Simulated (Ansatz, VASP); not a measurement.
Ca2TaO3: VASP beside Ansatz

```
CELL_PARAMETERS angstrom
4.25665 0.00000 0.00000
-2.12832 3.68637 0.00000
0.00000 0.00000 6.83404
ATOMIC_POSITIONS crystal
Ca 0.66667 0.33333 0.74363
Ca 0.33333 0.66667 0.25637
Ta 0.00000 0.00000 0.00000
O 0.66667 0.33333 0.35759
O 0.33333 0.66667 0.64241
O 0.00000 0.00000 0.50000
```

Change from the starting cell: species swapped into the Li3LaBi2 type (P-3m1, No. 164).

Alike in both runs: task single point; functional PBE; k mesh 6 × 6 × 4; occupations gaussian, width 0.1 eV; collinear spin.

|  | VASP | Ansatz |
| --- | --- | --- |
| version | VASP 6.6.1 | Ansatz 0.2.0 |
| potentials or method | VASP PAW PBE potentials, release 64 (Ca_sv, Ta_pv, O), cutoff 520 eV | scalar-relativistic, plane waves, PAW |
| valence electrons in the cell | 49 | 51 |

```csv
,VASP,Ansatz,Ansatz less VASP
gap on the k mesh at the Fermi level (eV),none,none,-
pressure (GPa),-5.6,-4.7,+0.90
"traceless stress, the component that is largest in VASP (GPa)",-4.86,-2.82,+2.037
rms of the force components (eV/Å),1.685,1.549,-0.1369
net moment per atom (μB),0.47,0.17,-0.301
size of the moment on the site where the two differ most (μB),0.03,1.26,+1.228
```

The net moments are unlike, so the other rows may belong to different states. Site moments also hang on the region over which each program counts them. Atom by atom the forces differ by 0.175 eV/Å (rms over components). A gap of «none» marks a metal or a gap that the smearing closes. VASP's potentials hold 49 valence electrons a cell and Ansatz's 51, so a difference there can come from the potentials and not from the codes.

Neither program's run includes spin-orbit coupling.
